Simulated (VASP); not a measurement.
# FeO (R-3m) in VASP: a series of runs

The runs below take FeO through single point, with PBE.

Program: VASP 6.6.1. These are calculated values, not measurements. Logs are shortened: lines on timing, memory, paths and dates and some standing lists are left out, and cuts for length are marked.

## 1. The cell of the first run

It takes space group R-3m (No. 166, trigonal). The conventional cell has a = 3.038 Å, b = 3.038 Å, c = 7.559 Å, α = 90.00°, β = 90.00°, γ = 120.00°. Fe (site symmetry -3m) has 6 O at 2.16 Å within 2.9 Å. Within 2.9 Å of O (site symmetry -3m) lie 6 Fe at 2.16 Å.

## 2. Single point, PBE, collinear spin, ferromagnetic start

File INCAR:

```
PREC = Accurate
ENCUT = 520
EDIFF = 1E-6
ISMEAR = 0
SIGMA = 0.25
LREAL = F
LASPH = T
NELM = 150
ALGO = Normal
ISIF = 2
LWAVE = F
LCHARG = F
ISPIN = 2
MAGMOM = 4.5 0
LORBIT = 11
LMAXMIX = 4
GGA = PE
NBANDS = 18
```

File KPOINTS:

```
regular mesh
0
Gamma
  10 10 10
```

File POSCAR:

```
FeO
1.0
    1.5188200000      0.8768900000      2.5195800000
   -1.5188200000      0.8768900000      2.5195800000
    0.0000000000     -1.7537800000      2.5195800000
Fe O
1 1
Direct
    0.0000000000      0.0000000000      0.0000000000
    0.5000000000      0.5000000000      0.5000000000
```

Potentials or basis: VASP PAW PBE potentials, release 64 (Fe, O).

Launch:

```bash
$ cat potpaw_PBE.64/Fe/POTCAR potpaw_PBE.64/O/POTCAR > POTCAR
$ mpirun -np 1 vasp_std > vasp.out
```

OUTCAR:

```text
PREC = Accurate
   ENCUT = 520
   EDIFF = 1E-6
   ISMEAR = 0
   LREAL = F
   LASPH = T
   NELM = 150
   ISIF = 2
   ISPIN = 2
   LORBIT = 11
   GGA = PE

 ion  position               nearest neighbor table
   1  0.000  0.000  0.000-   2 2.16   2 2.16   2 2.16   2 2.16   2 2.16   2 2.16
   2  0.500  0.500  0.500-   1 2.16   1 2.16   1 2.16   1 2.16   1 2.16   1 2.16

  LATTYP: Found a trigonal (rhomboedric) cell.
 ALAT       =     3.0698588959
 COS(alpha) =     0.5104401618

  Lattice vectors:

 A1 = (   1.5188200000,   0.8768900000,   2.5195800000)
 A2 = (  -1.5188200000,   0.8768900000,   2.5195800000)
 A3 = (   0.0000000000,  -1.7537800000,   2.5195800000)

Analysis of symmetry for initial positions (statically):
=====================================================================
 Subroutine PRICEL returns:
 Original cell was already a primitive cell.

 Routine SETGRP: Setting up the symmetry group for a
 trigonal (rhombohedral) supercell.

 Subroutine GETGRP returns: Found 12 space group operations
 (whereof 12 operations were pure point group operations)
 out of a pool of 12 trial point group operations.

The static configuration has the point symmetry D_3d.

Analysis of symmetry for dynamics (positions and initial velocities):
=====================================================================
 Subroutine PRICEL returns:
 Original cell was already a primitive cell.

 Routine SETGRP: Setting up the symmetry group for a
 trigonal (rhombohedral) supercell.

 Subroutine GETGRP returns: Found 12 space group operations
 (whereof 12 operations were pure point group operations)
 out of a pool of 12 trial point group operations.

The dynamic configuration has the point symmetry D_3d.

Analysis of structural, dynamic, and magnetic symmetry:
=====================================================================
 Subroutine PRICEL returns:
 Original cell was already a primitive cell.

 Routine SETGRP: Setting up the symmetry group for a
 trigonal (rhombohedral) supercell.

 Subroutine GETGRP returns: Found 12 space group operations
 (whereof 12 operations were pure point group operations)
 out of a pool of 12 trial point group operations.

The overall configuration has the point symmetry D_3d.

 Subroutine INISYM returns: Found 12 space group operations
 (whereof 12 operations are pure point group operations),
 and found     1 'primitive' translations

----------------------------------------------------------------------------------------

                                     Primitive cell

  volume of cell :      20.1340

  direct lattice vectors                    reciprocal lattice vectors
     1.518820000  0.876890000  2.519580000     0.329202934  0.190065649  0.132297182
    -1.518820000  0.876890000  2.519580000    -0.329202934  0.190065649  0.132297182
     0.000000000 -1.753780000  2.519580000     0.000000000 -0.380131297  0.132297182

  length of vectors
     3.069858896  3.069858896  3.069857923     0.402494803  0.402494803  0.402495152

  position of ions in fractional coordinates (direct lattice)
     0.000000000  0.000000000  0.000000000
     0.500000000  0.500000000  0.500000000

  ion indices of the primitive-cell ions
   primitive index   ion index
                 1           1
                 2           2

----------------------------------------------------------------------------------------

 KPOINTS: regular mesh

Automatic generation of k-mesh.
 Grid dimensions read from file:
 generate k-points for:   10   10   10

 Generating k-lattice:

  Cartesian coordinates                     Fractional coordinates (reciprocal lattice)
     0.032920293  0.019006565  0.013229718     0.100000000  0.000000000  0.000000000
    -0.032920293  0.019006565  0.013229718     0.000000000  0.100000000  0.000000000
     0.000000000 -0.038013130  0.013229718     0.000000000  0.000000000  0.100000000

  Length of vectors
     0.040249480  0.040249480  0.040249515

  Shift w.r.t. Gamma in fractional coordinates (k-lattice)
     0.000000000  0.000000000  0.000000000

 Subroutine IBZKPT returns following result:
 ===========================================

 Found    116 irreducible k-points:

 Following reciprocal coordinates:
            Coordinates               Weight
  0.000000  0.000000  0.000000      1.000000
  0.100000  0.000000 -0.000000      6.000000
  0.200000  0.000000 -0.000000      6.000000
  0.300000  0.000000 -0.000000      6.000000
  0.400000  0.000000 -0.000000      6.000000
  0.500000  0.000000 -0.000000      3.000000
[... 16 lines left out ...]
  0.300000  0.300000 -0.000000      6.000000
  0.400000  0.300000  0.000000     12.000000
 [... further k-points ...]
   k-points           NKPTS =    116   k-points in BZ     NKDIM =    116   number of bands    NBANDS=     18
   number of dos      NEDOS =    301   number of ions     NIONS =      2
   total plane-waves  NPLWV =  13824
   dimension x,y,z NGX =    24 NGY =   24 NGZ =   24
   dimension x,y,z NGXF=    48 NGYF=   48 NGZF=   48
   ions per type =               1   1
   NGX,Y,Z   is equivalent  to a cutoff of  13.00, 13.00, 13.00 a.u.
   NGXF,Y,Z  is equivalent  to a cutoff of  25.99, 25.99, 25.99 a.u.
 SYSTEM =  unknown system
   PREC   = accura    normal or accurate (medium, high low for compatibility)
   ISTART =      0    job   : 0-new  1-cont  2-samecut
   ICHARG =      2    charge: 1-file 2-atom 10-const
   ISPIN  =      2    spin polarized calculation?
   LNONCOLLINEAR =      F non collinear calculations
   LSORBIT =      F    spin-orbit coupling
   LASPH  =      T    aspherical Exc in radial PAW
   ENCUT  =  520.0 eV  38.22 Ry    6.18 a.u.   5.71  5.71  5.71*2*pi/ulx,y,z
   NELM   =    150;   NELMIN=  2; NELMDL= -5     # of ELM steps
   EDIFF  = 0.1E-05   stopping-criterion for ELM
   LREAL  =      F    real-space projection
   EDIFFG = 0.1E-04   stopping-criterion for IOM
   NSW    =      0    number of steps for IOM
   IBRION =     -1    ionic relax: 0-MD 1-quasi-New 2-CG
   NFREE  =      0    steps in history (QN), initial steepest desc. (CG)
   ISIF   =      2    stress and relaxation
   ISYM   =      2    0-nonsym 1-usesym 2-fastsym
   POTIM  = 0.5000    time-step for ionic-motion
   TEBEG  =    0.0;   TEEND  =   0.0 temperature during run
   PSTRESS=    0.0 pullay stress
   NELECT =      14.0000    total number of electrons
   NUPDOWN=      -1.0000    fix difference up-down
   EMIN   =  10.00;   EMAX   =-10.00  energy-range for DOS
   EFERMI =   0.00;   METHOD = LEGACY
   ISMEAR =     0;   SIGMA  =   0.25  broadening in eV -4-tet -1-fermi 0-gaus
   EFERMI_NEDOS =   21; number of points for ismear=-14 and -15
   IALGO  =     38    algorithm
   IMIX   =      4    mixing-type and parameters
     AMIX     =   0.40;   BMIX     =  1.00
     AMIX_MAG =   1.60;   BMIX_MAG =  1.00
  volume/ion in A,a.u.               =      10.07        67.94
  Fermi-wavevector in a.u.,A,eV,Ry     =   1.450354  2.740771 28.620203  2.103526
  Thomas-Fermi vector in A             =   2.567975
   LORBIT       =     11    0 simple, 1 ext, 2 COOP (PROOUT), +10 PAW based schemes
   GGA     = PE    functional components
   LHFCALC =     F    Hartree Fock is set to
   AEXX    =    0.0000 exact exchange contribution
   IVDW    =     0    specifies the selected vdW correction
   LEPSILON=     F    determine dielectric tensor
   LRPA    =     F    only Hartree local field effects (RPA)
 spin polarized calculation
 Gauss-broadening in eV      SIGMA  =   0.25
  energy-cutoff  :      520.00
  volume of cell :       20.13
 maximum number of plane-waves:       556
   NGX = 11   NGY = 11   NGZ = 11

 number of electron      13.9999998 magnetization       3.9977867

 Free energy of the ion-electron system (eV)
  ---------------------------------------------------
  ext. energy  EPLUGINS =         0.00000000
  ---------------------------------------------------
  free energy    TOTEN  =       -14.95162911 eV

  energy without entropy =      -14.90840816  energy(sigma->0) =      -14.93001864

 E-fermi :   6.1272     XC(G=0): -12.1338

 val. band max:        6.1189912834   @ k =   0.3000   0.3000   0.3000
 cond. band min:       6.1306719259   @ k =   0.4000   0.3000   0.3000
 fundamental gap:      0.0116806425
 Fermi energy:         6.1271679920

 spin component 1

 k-point     1 :       0.0000    0.0000    0.0000
  band No.  band energies     occupation
      1     -14.5342      1.00000
      2       2.2416      1.00000
      3       2.3005      1.00000
      4       2.3042      1.00000
      5       2.3042      1.00000
      6       2.4000      1.00000
[... 10 lines left out ...]
     17      26.7826      0.00000
     18      29.8347      0.00000
[... 463 lines left out ...]
 k-point    24 :       0.4000    0.3000    0.0000
  band No.  band energies     occupation
      1     -13.5574      1.00000
      2      -1.4003      1.00000
      3       0.6079      1.00000
      4       0.8141      1.00000
      5       1.9435      1.00000
      6       3.0122      1.00000
[... 10 lines left out ...]
     17      34.4216      0.00000
     18      35.3368      0.00000

 [... further k-points ...]

 spin component 2

 k-point     1 :       0.0000    0.0000    0.0000
  band No.  band energies     occupation
      1     -14.0041      1.00000
      2       2.8529      1.00000
      3       2.9555      1.00000
      4       2.9555      1.00000
      5       5.3617      0.99999
      6       5.4482      0.99994
[... 10 lines left out ...]
     17      28.3748      0.00000
     18      30.9112      0.00000
[... 463 lines left out ...]
 k-point    24 :       0.4000    0.3000    0.0000
  band No.  band energies     occupation
      1     -12.9905      1.00000
      2      -0.6493      1.00000
      3       1.5375      1.00000
      4       1.6958      1.00000
      5       4.6139      1.00000
      6       6.7477      0.00022
[... 10 lines left out ...]
     17      35.0198      0.00000
     18      35.9611      0.00000

 [... further k-points ...]
[... 5 lines left out ...]
  --------------------------------------------------------------------------------------
  -------------------------------------------------------------------------------------
  Total       -0.0882170     -0.0882168     -0.2255990      0.0000000     -0.0000000      0.0000000
  in kB       -7.0199217     -7.0199035    -17.9521721      0.0000000     -0.0000000      0.0000000
  external PRESSURE =     -10.6639991 kB  Pullay stress =       0.0000000 kB

 VOLUME and BASIS-vectors are now :
 -----------------------------------------------------------------------------
  energy-cutoff  :      520.00
  volume of cell :       20.13
      direct lattice vectors                 reciprocal lattice vectors
     1.518820000  0.876890000  2.519580000     0.329202934  0.190065649  0.132297182
    -1.518820000  0.876890000  2.519580000    -0.329202934  0.190065649  0.132297182
     0.000000000 -1.753780000  2.519580000     0.000000000 -0.380131297  0.132297182

 POSITION                                       TOTAL-FORCE (eV/Angst)
 -----------------------------------------------------------------------------------
      0.00000      0.00000      0.00000         0.000000      0.000000      0.000000
      0.00000      0.00000      3.77937         0.000000     -0.000000     -0.000000
 -----------------------------------------------------------------------------------
    total drift:                               -0.000000      0.000000     -0.000000

  FREE ENERGIE OF THE ION-ELECTRON SYSTEM (eV)
  ---------------------------------------------------
  free  energy   TOTEN  =       -14.9516291110 eV

  energy  without entropy=      -14.9084081635  energy(sigma->0) =      -14.93001864

 total charge

# of ion       s       p       d       tot
------------------------------------------
    1        0.286   0.355   6.083   6.723
    2        1.556   3.434   0.000   4.991
--------------------------------------------------
tot          1.842   3.789   6.083  11.714

 magnetization (x)

# of ion       s       p       d       tot
------------------------------------------
    1        0.027   0.021   3.569   3.617
    2        0.030   0.270   0.000   0.300
--------------------------------------------------
tot          0.057   0.291   3.569   3.917
```

Wall time 70 s (1 thread of Intel Xeon 8259CL, shared host); peak memory 0.2 GiB.

What came out:

| Item | Value |
| --- | --- |
| Free energy | -14.9516 eV |
| Pressure | -1.1 GPa |
| Band gap on the k mesh | zero (filled and empty bands overlap) |
| Net moment | 4.00 μB per cell |
| Site moments | Fe +3.62; O +0.30 μB |
| Valence electrons inside the program's atomic spheres | Fe 6.72; O 4.99 |

Stress tensor (GPa, compression positive):
```
-0.70  0.00  0.00
 0.00 -0.70  0.00
 0.00  0.00 -1.80
```

Levels at points of the mesh, in eV from the Fermi level:
Spin up:
```tsv
k point	band 7	band 8	band 9	band 10	band 11	band 12
(0.00, 0.00, 0.00)	-3.73	-3.65	-3.65	0.08	15.46	16.74
(0.50, 0.00, 0.00)	-2.46	-0.34	-0.31	4.06	8.49	12.36
(0.50, 0.50, 0.00)	-2.79	-2.78	-2.77	5.26	8.72	10.76
(0.50, 0.50, 0.50)	-2.52	-0.35	-0.35	4.18	8.26	12.75
```
Spin down:
| k point | band 3 | band 4 | band 5 | band 6 | band 7 | band 8 |
| --- | --- | --- | --- | --- | --- | --- |
| (0.00, 0.00, 0.00) | -3.17 | -3.17 | -0.77 | -0.68 | -0.68 | 0.22 |
| (0.50, 0.00, 0.00) | -5.16 | -5.07 | 0.37 | 0.45 | 0.63 | 2.78 |
| (0.50, 0.50, 0.00) | -4.43 | -4.32 | -2.07 | 0.73 | 0.75 | 0.77 |
| (0.50, 0.50, 0.50) | -5.02 | -5.02 | 0.38 | 0.38 | 0.58 | 2.75 |

Caveat: so wide a smearing shifts energies and pressures; a cell with one magnetic atom can't hold antiferromagnetic order, which such compounds often take; semilocal functionals often make such compounds metallic where correlation or magnetic order opens a gap, which also shifts bond lengths. With open d or f shells a metallic result of PBE can be an artefact of self-interaction; +U or a hybrid may open a gap.

(Continued in part 2 of 2.)
